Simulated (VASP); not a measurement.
Crystal: HPbNO4.

```
H Pb N O
1.0
     4.12040   -0.00081   -0.01120
     0.00404    6.42722    0.05360
     0.02791    3.20707    7.74994
H Pb N O
2 2 2 8
Cartesian
  3.7380 2.9684 3.7875
  1.6795 6.6644 4.0009
  1.6467 4.2515 5.4933
  3.6983 5.3813 2.2951
  2.6193 1.9491 1.6102
  0.5769 7.6848 6.1852
  3.7590 3.8553 4.2210
  2.2235 3.1363 1.5259
  2.2071 1.0645 0.8217
  3.4590 1.6183 2.5274
  1.6973 5.7776 3.5672
  0.1804 6.4980 6.2725
  0.1698 8.5703 6.9754
  1.4117 8.0143 5.2631
```

Base run:

* Program: VASP 6.6.1
* Functional: RPBE
* Potentials or basis: VASP PAW PBE potentials, release 64 (H, Pb_d, N, O)
* Cutoff: 520 eV
* k mesh: 5 × 4 × 3
* Occupations: fermi-dirac, width 0.05 eV
* Spin: no spin polarisation

Its results: band gap on the k mesh 3.34 eV (least direct gap 3.42 eV); pressure 3.2 GPa; largest force 0.723 eV/Å.

**Question.** The run is repeated on the same cell with these changes: functional from RPBE to revPBE. What comes out?

**Answer.** Band gap on the k mesh 3.34 eV (least direct gap 3.41 eV); pressure 2.6 GPa; largest force 0.636 eV/Å.

Caveats: the standard files for N, O and F lose accuracy on very short bonds; the PAW data sets were made with another functional, which shifts forces and pressure a little; spin-orbit coupling is left out, which moves the levels of the heavy elements; an odd mesh through Γ misses points on the zone boundary, where band edges can lie; the cell stands under pressure (at least some runs).
